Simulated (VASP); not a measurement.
# GaGe: single point with PBE-based global hybrid with 25 % exact exchange

GaGe:

```
Ge Ga
1.0
     0.00000    2.89784    2.89784
     2.89784    0.00000    2.89784
     2.89784    2.89784    0.00000
Ge Ga
1 1
Direct
  0.00000 0.00000 0.00000
  0.25000 0.25000 0.25000
```

| Item | Value |
| --- | --- |
| Program | VASP 6.6.1 |
| Task | single point |
| Functional | PBE-based global hybrid with 25 % exact exchange |
| Potentials or basis | VASP PAW PBE potentials, release 64 (Ge_d, Ga_d) |
| Cutoff | 520 eV |
| k mesh | 5 × 5 × 5 |
| Occupations | fermi-dirac, width 0.05 eV |
| Spin | no spin polarisation |
| Dipole correction | no |
| Grid for exact exchange (PRECFOCK) | Normal |
| Share of exact exchange | 0.25 |
| Further INCAR settings | ALGO = Normal; EDIFF = 1e-06; NBANDS = 20 |

```
Pressure               : -1.7 GPa
Band gap on the k mesh : zero (an odd number of electrons rules out a gap without spin polarisation)
```

Levels at points of the mesh, in eV from the Fermi level:
```tsv
k point	band 10	band 11	band 12	band 13	band 14	band 15	band 16	band 17
(0.00, 0.00, 0.00)	-17.16	-11.95	2.56	2.56	2.56	3.40	5.63	5.63
```

Wall time 32 min on 1 × NVIDIA H100 80GB with 1 thread of AMD EPYC 7R13 Processor (Zen 3), with other jobs on the host, peak memory 1.3 GiB.

Caveat: the k points lie up to 0.38 Å⁻¹ apart, too coarse for converged energies and pressures of a metal; the PAW data sets were made with another functional, which shifts forces and pressure a little.
